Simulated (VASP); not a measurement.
Set up this calculation in VASP 6.6.1, as the native input.

* Task: single point
* Functional: PBE
* Potentials or basis: VASP PAW PBE potentials, release 64 (Si, W_sv)
* Cutoff: 520 eV
* k mesh: 18 × 18 × 18
* Occupations: gaussian, width 0.15 eV
* Spin: no spin polarisation
* Dipole correction: no
* Further INCAR settings: ALGO = Normal; EDIFF = 1e-06; NBANDS = 18

The structure of Si2W lies in POSCAR:

```
Si2W
1.0
   -1.6103571470      1.6103571470      4.4292873328
    1.6103571470     -1.6103571470      4.4292873328
    1.6103571470      1.6103571470     -4.4292873328
Si W
2 1
Direct
    0.3345726944      0.3345726944      0.0000000000
    0.6654273056      0.6654273056      0.0000000000
    0.0000000000      0.0000000000      0.0000000000
```

This cell differs from its parent crystal: volume 15.315 Å^3 an atom, c/a of the conventional cell 2.7505.

The input as run:

INCAR

```
PREC = Accurate
ENCUT = 520
EDIFF = 1E-6
ISMEAR = 0
SIGMA = 0.15
LREAL = False
LASPH = True
NELM = 80
ALGO = Normal
ISIF = 2
LWAVE = False
LCHARG = False
GGA = PE
NBANDS = 18
```

KPOINTS

```
Automatic mesh
0
Gamma
  18 18 18
```

Potentials or basis: VASP PAW PBE potentials, release 64 (Si, W_sv).

Command:

```sh
$ cat potpaw_PBE.64/Si/POTCAR potpaw_PBE.64/W_sv/POTCAR > POTCAR
$ mpirun -np 1 vasp_std > vasp.out
```

Results of the run:

* Pressure: -18.0 GPa
* Largest force: 0.524 eV/Å
* Band gap on the k mesh: zero (band 11 reaches 11.38 eV, above the bottom of band 12 at 9.47 eV)

Caveat: spin-orbit coupling is left out, which moves the levels of the heavy elements.

Run time: 6.6 min on 1 thread of AMD EPYC 9R45 96-Core Processor (Zen 5), with other jobs on the host, peak memory 0.5 GiB.
